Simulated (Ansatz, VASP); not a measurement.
# One calculation of W, two programs

```xyz
1
Lattice="-1.6372 1.6372 1.5973 1.6372 -1.6372 1.5973 1.6372 1.6372 -1.5973" Properties=species:S:1:pos:R:3 pbc="T T T"
W     0.0000    0.0000    0.0000
```

Change from the starting cell: strain +0.025 along x and y, +0.000 along z, atoms carried along.

Alike in both runs: task single point; functional PBE; k mesh 20 × 20 × 20; occupations gaussian, width 0.15 eV; no spin polarisation.

```csv
,VASP,Ansatz
version,VASP 6.6.1,Ansatz 0.2.0
potentials or method,"VASP PAW PBE potentials, release 64 (W_sv), cutoff 520 eV","scalar-relativistic, plane waves, PAW"
valence electrons in the cell,14,14
```

VASP gave:

```
gap on the k mesh at the Fermi level (eV)                     : none
pressure (GPa)                                                : -15.6
traceless stress, the component that is largest in VASP (GPa) : 4.78
```

Task: Estimate Ansatz's values.

Result: gap on the k mesh at the Fermi level (eV): none; pressure (GPa): -15.9; traceless stress, the component that is largest in VASP (GPa): 4.79.

A gap of «none» marks a metal or a gap that the smearing closes. The functional is the same, so the differences come from potentials, cutoffs and numerics.

Spin-orbit coupling is off throughout.
